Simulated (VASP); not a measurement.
Write the native input for VASP 6.6.1 that does the following.

```
Task                   : single point
Functional             : LDA
Potentials or basis    : VASP PAW LDA potentials, release 64 (Si, O)
Cutoff                 : 520 eV
k mesh                 : 3 × 3 × 3
Occupations            : gaussian, width 0.02 eV
Spin                   : no spin polarisation
Dipole correction      : no
Further INCAR settings : LREAL = Auto; ALGO = Normal; EDIFF = 1e-06; NBANDS = 49
```

The structure of Si16O (a cell with a defect) lies in POSCAR:

```
Si16O
1.0
    0.0000000000      5.4019422730     -5.4019422730
    5.4019422730      5.4019422730      0.0000000000
    5.4019422730      0.0000000000     -5.4019422730
Si O
16 1
Direct
    0.1273416052      0.1255476208      0.1248423189
    0.1141561625      0.6238472812      0.1230729553
    0.6126792610      0.0815604791      0.1328351848
    0.6083019466      0.5990828551      0.1200910649
    0.1403897824      0.1223416443      0.6251576432
    0.1224257807      0.6260183521      0.6268871137
    0.6336870753      0.1291576186      0.6638952841
    0.6274895822      0.6268931301      0.6201109399
    0.2346636517      0.7497935549      0.2525536985
    0.2472246893      0.2502063946      0.2494201959
    0.7413072554      0.7111725387      0.2457240253
    0.7618283003      0.2420371107      0.2935278498
    0.2527131782      0.7479739316      0.7489543197
    0.2608072113      0.2518746834      0.7512086014
    0.7476584895      0.7547394611      0.7481074021
    0.7667127471      0.2548881366      0.7758983322
   -0.3125445284      0.0653521423      0.3094049169
```

One way to write it, as run:

INCAR

```
SYSTEM = Si16O
PREC = Accurate
ENCUT = 520
EDIFF = 1E-6
ISMEAR = 0
SIGMA = 0.02
LREAL = Auto
LASPH = .True.
NELM = 100
ALGO = Normal
ISIF = 2
LWAVE = .False.
LCHARG = .True.
GGA = CA
LELF = .True.
LVHAR = .True.
NBANDS = 49
```

KPOINTS

```
regular mesh
0
Gamma
  3 3 3
  0 0 0
```

Potentials or basis: VASP PAW LDA potentials, release 64 (Si, O).

Launch:

```console
$ cat potpaw_LDA.64/Si/POTCAR potpaw_LDA.64/O/POTCAR > POTCAR
$ mpirun -np 1 vasp_std > vasp.out
```

It gave:

The pressure is 2.1 GPa and the largest force is 0.135 eV/Å. The band gap on the k mesh is 0.39 eV.

Run time: 7.1 min on 1 thread of Intel(R) Xeon(R) Platinum 8259CL CPU @ 2.50GHz (Skylake/Cascade Lake), on a shared host, peak memory 0.43 GiB.
